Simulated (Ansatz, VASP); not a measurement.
**GaAs: VASP beside Ansatz**

```
As Ga
1.0
     0.00000    2.82685    2.82685
     2.82685    0.00000    2.82685
     2.82685    2.82685    0.00000
As Ga
1 1
Direct
  0.75000 0.75000 0.75000
  0.00000 0.00000 0.00000
```

Alike in both runs: task relaxation of cell and atoms; functional PBEsol; k mesh 8 × 8 × 8; occupations fermi-dirac, width 0.05 eV; no spin polarisation.

```csv
,VASP,Ansatz
version,VASP 6.6.1,Ansatz 0.2.0
potentials or method,"VASP PAW PBE potentials, release 64 (As, Ga_d)",Ansatz PAW
plane-wave cutoff (eV),600,420
valence electrons in the cell,18,28
```

|  | VASP | Ansatz | Ansatz less VASP |
| --- | --- | --- | --- |
| gap on the k mesh at the Fermi level, each at its own relaxed structure (eV) | 0.42 | 0.43 | +0.004 |
| relaxed volume (Å³/atom) | 22.69 | 22.64 | -0.056 |
| relaxed length of the cell vector where the two differ most in proportion (Å) | 4.004 | 4.001 | -0.0033 |

VASP's potentials were made for PBE, not for PBEsol. VASP's potentials hold 18 valence electrons a cell and Ansatz's 28, so a difference there can come from the potentials and not from the codes.

Noted on Ansatz's run: the plane-wave basis is chosen anew once the cell has moved, so the energies of steps on either side of that aren't comparable.
